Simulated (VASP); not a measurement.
ZrSi2, 6 atoms in the cell. It takes space group Cmcm (No. 63, orthorhombic). The conventional cell has a = 3.732 Å, b = 14.751 Å, c = 3.688 Å, α = 90.00°, β = 90.00°, γ = 90.00°. Within 3.8 Å of Zr (site symmetry m2m) lie 10 Si at 2.73 to 2.99 Å and 6 Zr at 3.60 to 3.73 Å. Within 3.2 Å of Si (site symmetry m2m) lie 2 Si at 2.43 Å and 6 Zr at 2.73 to 2.99 Å. Si (site symmetry m2m) has 8 Si at 2.62 to 3.44 Å and 4 Zr at 2.83 to 2.84 Å within 3.5 Å. 

```yaml
Program: VASP 6.6.1
Task: single point
Functional: PBE
Dispersion: D3(BJ)
Potentials_or_basis: VASP PAW PBE potentials, release 64 (Zr_sv, Si)
Cutoff: 520 eV
k_mesh: 6 × 6 × 6
Occupations: gaussian, width 0.05 eV
Spin: no spin polarisation
Dipole_correction: no
Further_INCAR_settings: ALGO = Normal; EDIFF = 1e-07; NBANDS = 29
```

Potentials or basis: VASP PAW PBE potentials, release 64 (Zr_sv, Si).

Launch:

```sh
$ cat potpaw_PBE.64/Zr_sv/POTCAR potpaw_PBE.64/Si/POTCAR > POTCAR
$ mpirun -np 1 vasp_std > vasp.out
```

Hardware: 1 thread of Intel Xeon 8259CL, with other jobs on the host.

Estimate the wall time of this run.

Wall time 12 min on 1 thread of Intel Xeon 8259CL, on a shared host, peak memory 0.38 GiB. Counts: scf iterations 14, k points 52.
